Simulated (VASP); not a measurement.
# SnO2 (P2_12_12) in VASP: notebook

The runs below take SnO2 through single point, with PBEsol.

All numbers are computed with VASP 6.6.1; they aren't measurements. Logs are shortened: lines on timing, memory, paths and dates and some standing lists are left out, and cuts for length are marked.

## Step 1: The cell of the first run

It takes space group P2_12_12 (No. 18, orthorhombic). Conventional cell: a = 4.769 Å, b = 4.769 Å, c = 3.211 Å, α = 90.00°, β = 90.00°, γ = 90.00°. Within 2.8 Å of Sn (site symmetry 2) lie 6 O at 2.10 to 2.14 Å. Within 3.3 Å of O (site symmetry 1) lie 4 Sn at 2.10 to 3.20 Å and 12 O at 2.59 to 3.21 Å.

## Step 2: Single point, PBEsol (atoms displaced along several vibrational modes)

File INCAR:

```
SYSTEM = SnO2
PREC = Accurate
ENCUT = 520
EDIFF = 1E-6
ISMEAR = 0
SIGMA = 0.05
LREAL = .False.
LASPH = .True.
NELM = 60
ALGO = Normal
ISIF = 2
LWAVE = .False.
LCHARG = .False.
GGA = PS
NBANDS = 35
```

File KPOINTS:

```
regular mesh
0
Gamma
  6 6 8
  0 0 0
```

File POSCAR:

```
SnO2
1.0
    4.7687243422      0.0000000000      0.0000000000
    0.0000000000      4.7687243422      0.0000000000
    0.0000000000      0.0000000000      3.2113691866
Sn O
2 4
Direct
    0.0000000000      0.0000000000     -0.0167218395
    0.5000000000      0.5000000000      0.5167218395
    0.2397944558      0.3728016790      0.0095947071
    0.2602055442      0.8728016790      0.4904052929
    0.7602055442      0.6271983210      0.0095947071
    0.7397944558      0.1271983210      0.4904052929
```

Potentials or basis: VASP PAW PBE potentials, release 64 (Sn_d, O).

Run with:

```sh
cat potpaw_PBE.64/Sn_d/POTCAR potpaw_PBE.64/O/POTCAR > POTCAR
mpirun -np 1 vasp_std > vasp.out
```

OUTCAR:

```text
SYSTEM = SnO2
   PREC = Accurate
   ENCUT = 520
   EDIFF = 1E-6
   ISMEAR = 0
   LREAL = .False.
   LASPH = .True.
   NELM = 60
   ISIF = 2
   GGA = PS

 ion  position               nearest neighbor table
   1  0.000  0.000  0.983-   4 2.10   6 2.10   5 2.12   3 2.12   4 2.14   6 2.14   2 3.69   2 3.69
                             2 3.69   2 3.69
   2  0.500  0.500  0.517-   3 2.10   5 2.10   4 2.12   6 2.12   3 2.14   5 2.14   1 3.69   1 3.69
                             1 3.69   1 3.69
   3  0.240  0.373  0.010-   2 2.10   1 2.12   2 2.14
   4  0.260  0.873  0.490-   1 2.10   2 2.12   1 2.14
   5  0.760  0.627  0.010-   2 2.10   1 2.12   2 2.14
   6  0.740  0.127  0.490-   1 2.10   2 2.12   1 2.14

  LATTYP: Found a simple tetragonal cell.
 ALAT       =     4.7687243422
 C/A-ratio  =     0.6734231120

  Lattice vectors:

 A1 = (   4.7687243422,   0.0000000000,   0.0000000000)
 A2 = (   0.0000000000,   4.7687243422,   0.0000000000)
 A3 = (   0.0000000000,   0.0000000000,   3.2113691866)

Analysis of symmetry for initial positions (statically):
=====================================================================
 Subroutine PRICEL returns:
 Original cell was already a primitive cell.

 Routine SETGRP: Setting up the symmetry group for a
 simple tetragonal supercell.

 Subroutine GETGRP returns: Found  4 space group operations
 (whereof  2 operations were pure point group operations)
 out of a pool of 16 trial point group operations.

The static configuration has the point symmetry C_2 .
 The point group associated with its full space group is D_2 .

Analysis of symmetry for dynamics (positions and initial velocities):
=====================================================================
 Subroutine PRICEL returns:
 Original cell was already a primitive cell.

 Routine SETGRP: Setting up the symmetry group for a
 simple tetragonal supercell.

 Subroutine GETGRP returns: Found  4 space group operations
 (whereof  2 operations were pure point group operations)
 out of a pool of 16 trial point group operations.

The dynamic configuration has the point symmetry C_2 .
 The point group associated with its full space group is D_2 .

 Subroutine INISYM returns: Found  4 space group operations
 (whereof  2 operations are pure point group operations),
 and found     1 'primitive' translations

----------------------------------------------------------------------------------------

                                     Primitive cell

  volume of cell :      73.0289

  direct lattice vectors                    reciprocal lattice vectors
     4.768724342  0.000000000  0.000000000     0.209699687  0.000000000  0.000000000
     0.000000000  4.768724342  0.000000000     0.000000000  0.209699687  0.000000000
     0.000000000  0.000000000  3.211369187     0.000000000  0.000000000  0.311393659

  length of vectors
     4.768724342  4.768724342  3.211369187     0.209699687  0.209699687  0.311393659

  position of ions in fractional coordinates (direct lattice)
     0.000000000  0.000000000  0.983278160
     0.500000000  0.500000000  0.516721840
     0.239794456  0.372801679  0.009594707
     0.260205544  0.872801679  0.490405293
     0.760205544  0.627198321  0.009594707
     0.739794456  0.127198321  0.490405293

  ion indices of the primitive-cell ions
   primitive index   ion index
                 1           1
                 2           2
                 3           3
                 4           4
                 5           5
                 6           6

----------------------------------------------------------------------------------------

 KPOINTS: regular mesh

Automatic generation of k-mesh.
 Grid dimensions read from file:
 generate k-points for:    6    6    8

 Generating k-lattice:

  Cartesian coordinates                     Fractional coordinates (reciprocal lattice)
     0.034949948  0.000000000  0.000000000     0.166666667  0.000000000  0.000000000
     0.000000000  0.034949948  0.000000000     0.000000000  0.166666667  0.000000000
     0.000000000  0.000000000  0.038924207     0.000000000  0.000000000  0.125000000

  Length of vectors
     0.034949948  0.034949948  0.038924207

  Shift w.r.t. Gamma in fractional coordinates (k-lattice)
     0.000000000  0.000000000  0.000000000

 Subroutine IBZKPT returns following result:
 ===========================================

 Found     80 irreducible k-points:

 Following reciprocal coordinates:
            Coordinates               Weight
  0.000000  0.000000  0.000000      1.000000
  0.166667  0.000000  0.000000      2.000000
  0.000000  0.166667  0.000000      2.000000
  0.333333  0.000000  0.000000      2.000000
  0.000000  0.333333  0.000000      2.000000
  0.500000  0.000000  0.000000      1.000000
[... 16 lines left out ...]
  0.000000  0.500000  0.125000      2.000000
  0.166667  0.166667  0.125000      8.000000
 [... further k-points ...]
   k-points           NKPTS =     80   k-points in BZ     NKDIM =     80   number of bands    NBANDS=     35
   number of dos      NEDOS =    301   number of ions     NIONS =      6
   total plane-waves  NPLWV =  31104
   dimension x,y,z NGX =    36 NGY =   36 NGZ =   24
   dimension x,y,z NGXF=    72 NGYF=   72 NGZF=   48
   ions per type =               2   4
   NGX,Y,Z   is equivalent  to a cutoff of  12.55, 12.55, 12.42 a.u.
   NGXF,Y,Z  is equivalent  to a cutoff of  25.10, 25.10, 24.85 a.u.
 SYSTEM =  SnO2
   PREC   = accura    normal or accurate (medium, high low for compatibility)
   ISTART =      0    job   : 0-new  1-cont  2-samecut
   ICHARG =      2    charge: 1-file 2-atom 10-const
   ISPIN  =      1    spin polarized calculation?
   LNONCOLLINEAR =      F non collinear calculations
   LSORBIT =      F    spin-orbit coupling
   LASPH  =      T    aspherical Exc in radial PAW
   ENCUT  =  520.0 eV  38.22 Ry    6.18 a.u.   8.87  8.87  5.97*2*pi/ulx,y,z
   NELM   =     60;   NELMIN=  2; NELMDL= -5     # of ELM steps
   EDIFF  = 0.1E-05   stopping-criterion for ELM
   LREAL  =      F    real-space projection
   EDIFFG = 0.1E-04   stopping-criterion for IOM
   NSW    =      0    number of steps for IOM
   IBRION =     -1    ionic relax: 0-MD 1-quasi-New 2-CG
   NFREE  =      0    steps in history (QN), initial steepest desc. (CG)
   ISIF   =      2    stress and relaxation
   ISYM   =      2    0-nonsym 1-usesym 2-fastsym
   POTIM  = 0.5000    time-step for ionic-motion
   TEBEG  =    0.0;   TEEND  =   0.0 temperature during run
   PSTRESS=    0.0 pullay stress
   NELECT =      52.0000    total number of electrons
   NUPDOWN=      -1.0000    fix difference up-down
   EMIN   =  10.00;   EMAX   =-10.00  energy-range for DOS
   EFERMI =   0.00;   METHOD = LEGACY
   ISMEAR =     0;   SIGMA  =   0.05  broadening in eV -4-tet -1-fermi 0-gaus
   EFERMI_NEDOS =   21; number of points for ismear=-14 and -15
   IALGO  =     38    algorithm
   IMIX   =      4    mixing-type and parameters
     AMIX     =   0.40;   BMIX     =  1.00
     AMIX_MAG =   1.60;   BMIX_MAG =  1.00
  volume/ion in A,a.u.               =      12.17        82.14
  Fermi-wavevector in a.u.,A,eV,Ry     =   1.461878  2.762548 29.076828  2.137087
  Thomas-Fermi vector in A             =   2.578157
   LORBIT       =      0    0 simple, 1 ext, 2 COOP (PROOUT), +10 PAW based schemes
   GGA     = PS    functional components
   LHFCALC =     F    Hartree Fock is set to
   AEXX    =    0.0000 exact exchange contribution
   IVDW    =     0    specifies the selected vdW correction
   LEPSILON=     F    determine dielectric tensor
   LRPA    =     F    only Hartree local field effects (RPA)
 non-spin polarized calculation
 Gauss-broadening in eV      SIGMA  =   0.05
  energy-cutoff  :      520.00
  volume of cell :       73.03
 maximum number of plane-waves:      1994
   NGX = 17   NGY = 17   NGZ = 11

 number of electron      52.0000021 magnetization

 Free energy of the ion-electron system (eV)
  ---------------------------------------------------
  ext. energy  EPLUGINS =         0.00000000
  ---------------------------------------------------
  free energy    TOTEN  =       -39.08578998 eV

  energy without entropy =      -39.08578998  energy(sigma->0) =      -39.08578998

 E-fermi :   5.9245     XC(G=0): -11.5152

 val. band max:        5.7211184998   @ k =   0.3333   0.0000   0.0000
 cond. band min:       6.7029881887   @ k =   0.0000   0.0000   0.0000
 fundamental gap:      0.9818696889
 Fermi energy:         5.9244764508

 k-point     1 :       0.0000    0.0000    0.0000
  band No.  band energies     occupation
      1     -15.0417      2.00000
      2     -14.4164      2.00000
      3     -14.2623      2.00000
      4     -14.2152      2.00000
      5     -14.1982      2.00000
      6     -14.1410      2.00000
[... 27 lines left out ...]
     34      17.4902      0.00000
     35      17.5191      0.00000

 k-point     2 :       0.1667    0.0000    0.0000
  band No.  band energies     occupation
      1     -15.0031      2.00000
      2     -14.4510      2.00000
      3     -14.2597      2.00000
      4     -14.2126      2.00000
      5     -14.2005      2.00000
      6     -14.1661      2.00000
[... 27 lines left out ...]
     34      17.0638      0.00000
     35      18.3754      0.00000

 k-point     3 :       0.0000    0.1667    0.0000
  band No.  band energies     occupation
      1     -15.0048      2.00000
      2     -14.4533      2.00000
      3     -14.2611      2.00000
      4     -14.2149      2.00000
      5     -14.1974      2.00000
      6     -14.1680      2.00000
[... 27 lines left out ...]
     34      17.3484      0.00000
     35      17.9292      0.00000
[... 723 lines left out ...]
 k-point    23 :       0.0000    0.5000    0.1250
  band No.  band energies     occupation
      1     -14.7136      2.00000
      2     -14.7136      2.00000
      3     -14.3173      2.00000
      4     -14.3173      2.00000
      5     -14.1872      2.00000
      6     -14.1872      2.00000
[... 27 lines left out ...]
     34      17.1967      0.00000
     35      17.9132      0.00000

 k-point    24 :       0.1667    0.1667    0.1250
  band No.  band energies     occupation
      1     -14.9193      2.00000
      2     -14.4668      2.00000
      3     -14.3206      2.00000
      4     -14.3043      2.00000
      5     -14.2297      2.00000
      6     -14.1563      2.00000
[... 27 lines left out ...]
     34      16.9943      0.00000
     35      18.2255      0.00000

 [... further k-points ...]

------------------------ aborting loop because EDIFF is reached ----------------------------------------

  FORCE on cell =-STRESS in cart. coord.  units (eV):
  Direction    XX          YY          ZZ          XY          YZ          ZX
  --------------------------------------------------------------------------------------
  -------------------------------------------------------------------------------------
  Total       -3.1431013     -2.1930642     -3.3166298      0.0000000      0.0000000      0.0000000
  in kB      -68.9563525    -48.1135330    -72.7633870      0.0000000      0.0000000      0.0000000
  external PRESSURE =     -63.2777575 kB  Pullay stress =       0.0000000 kB

 VOLUME and BASIS-vectors are now :
 -----------------------------------------------------------------------------
  energy-cutoff  :      520.00
  volume of cell :       73.03
      direct lattice vectors                 reciprocal lattice vectors
     4.768724342  0.000000000  0.000000000     0.209699687  0.000000000  0.000000000
     0.000000000  4.768724342  0.000000000     0.000000000  0.209699687  0.000000000
     0.000000000  0.000000000  3.211369187     0.000000000  0.000000000  0.311393659

 POSITION                                       TOTAL-FORCE (eV/Angst)
 -----------------------------------------------------------------------------------
      0.00000      0.00000      3.15767         0.000000      0.000000      0.388534
      2.38436      2.38436      1.65938         0.000000      0.000000     -0.388534
      1.14351      1.77779      0.03081         1.021638     -0.355758     -0.075058
      1.24085      4.16215      1.57487        -1.021638     -0.355758      0.075058
      3.62521      2.99094      0.03081        -1.021638      0.355758     -0.075058
      3.52788      0.60657      1.57487         1.021638      0.355758      0.075058
 -----------------------------------------------------------------------------------
    total drift:                                0.000000     -0.000000      0.000000

  FREE ENERGIE OF THE ION-ELECTRON SYSTEM (eV)
  ---------------------------------------------------
  free  energy   TOTEN  =       -39.0857899837 eV

  energy  without entropy=      -39.0857899837  energy(sigma->0) =      -39.08578998
```

Wall time 3.3 min (1 thread of Intel Xeon 8259CL, shared host); peak memory 0.28 GiB.

What came out:

```
Free energy            : -39.0858 eV
Pressure               : -6.3 GPa
Largest force          : 1.084 eV/Å
Band gap on the k mesh : 0.98 eV (least direct gap 1.02 eV)
```

Forces on the atoms (eV/Å):
```
Sn   0.000  0.000  0.389
Sn   0.000  0.000 -0.389
O    1.022 -0.356 -0.075
O   -1.022 -0.356  0.075
O   -1.022  0.356 -0.075
O    1.022  0.356  0.075
```

Stress tensor (GPa, compression positive):
```
-6.90  0.00  0.00
 0.00 -4.81  0.00
 0.00  0.00 -7.28
```

Caveat: the cell differs from its parent crystal (atoms displaced along several vibrational modes); the cell stands under tension; the PAW data sets were made with another functional, which shifts forces and pressure a little; spin-orbit coupling is left out, which moves the levels of the heavy elements.

## Step 3: Single point, PBEsol (atoms displaced along several vibrational modes)

File INCAR:

```
SYSTEM = SnO2
PREC = Accurate ; ENCUT = 520
EDIFF = 1E-6 ; ISMEAR = 0
SIGMA = 0.05 ; LREAL = .False.
LASPH = .True. ; NELM = 80
ALGO = Normal ; ISIF = 2
LWAVE = .False. ; LCHARG = .True.
GGA = PS ; LELF = .True.
LVHAR = .True. ; NBANDS = 35
```

File KPOINTS:

```
Automatic mesh
0
Gamma
  6 6 8
  0 0 0
```

File POSCAR:

```
SnO2
1.0
    4.7687243422      0.0000000000      0.0000000000
    0.0000000000      4.7687243422      0.0000000000
    0.0000000000      0.0000000000      3.2113691866
Sn O
2 4
Direct
    0.0000000000      0.0000000000     -0.0167218395
    0.5000000000      0.5000000000      0.5167218395
    0.2619623263      0.3506338085      0.0095947071
    0.2380376737      0.8506338085      0.4904052929
    0.7380376737      0.6493661915      0.0095947071
    0.7619623263      0.1493661915      0.4904052929
```

Potentials or basis: VASP PAW PBE potentials, release 64 (Sn_d, O).

Run with:

```sh
cat potpaw_PBE.64/Sn_d/POTCAR potpaw_PBE.64/O/POTCAR > POTCAR
mpirun -np 1 vasp_std > vasp.out
```

Wall time 2 min (1 thread of Intel Xeon Platinum 8488C (Sapphire Rapids), shared host); peak memory 0.28 GiB.

The run converged. Its results:

* Free energy: -39.4731 eV
* Pressure: -3.0 GPa
* Largest force: 0.442 eV/Å
* Band gap on the k mesh: 1.23 eV (least direct gap 1.41 eV)

Forces in eV/Å, atoms in the order of the input:
```
Sn   0.000  0.000  0.442
Sn   0.000  0.000 -0.442
O    0.402 -0.146 -0.053
O   -0.402 -0.146  0.053
O   -0.402  0.146 -0.053
O    0.402  0.146  0.053
```

Stress tensor (GPa, compression positive):
```
-4.18  0.00  0.00
 0.00 -1.61  0.00
 0.00  0.00 -3.17
```

Levels at points of the mesh, in eV from the valence-band top:
```tsv
k point	band 22	band 23	band 24	band 25	band 26	band 27	band 28	band 29	band 30	band 31
(0.00, 0.00, 0.00)	-1.04	-0.78	-0.39	-0.19	-0.18	1.23	5.83	6.30	6.53	10.34
(0.50, 0.00, 0.00)	-1.38	-0.89	-0.89	-0.01	-0.01	3.86	3.86	6.40	6.40	10.72
(0.00, 0.50, 0.00)	-1.87	-0.88	-0.88	-0.43	-0.43	4.38	4.38	7.67	7.67	10.28
(0.50, 0.50, 0.00)	-1.83	-1.05	-1.05	-0.41	-0.41	4.69	4.69	7.21	7.21	10.69
(0.00, 0.00, 0.50)	-2.45	-1.49	-1.29	-0.59	-0.59	5.62	5.85	9.26	9.49	10.07
(0.50, 0.00, 0.50)	-1.75	-0.76	-0.76	-0.54	-0.54	6.11	6.11	8.04	8.04	10.26
(0.00, 0.50, 0.50)	-1.07	-0.93	-0.93	-0.26	-0.26	5.83	5.83	7.40	7.40	11.15
(0.50, 0.50, 0.50)	-2.17	-0.75	-0.75	-0.32	-0.32	4.62	4.62	8.84	8.84	10.60
```

Caveat: the cell differs from its parent crystal (atoms displaced along several vibrational modes); the PAW data sets were made with another functional, which shifts forces and pressure a little; spin-orbit coupling is left out, which moves the levels of the heavy elements. A k mesh can miss the band edges.

[end of part 1 of 2]
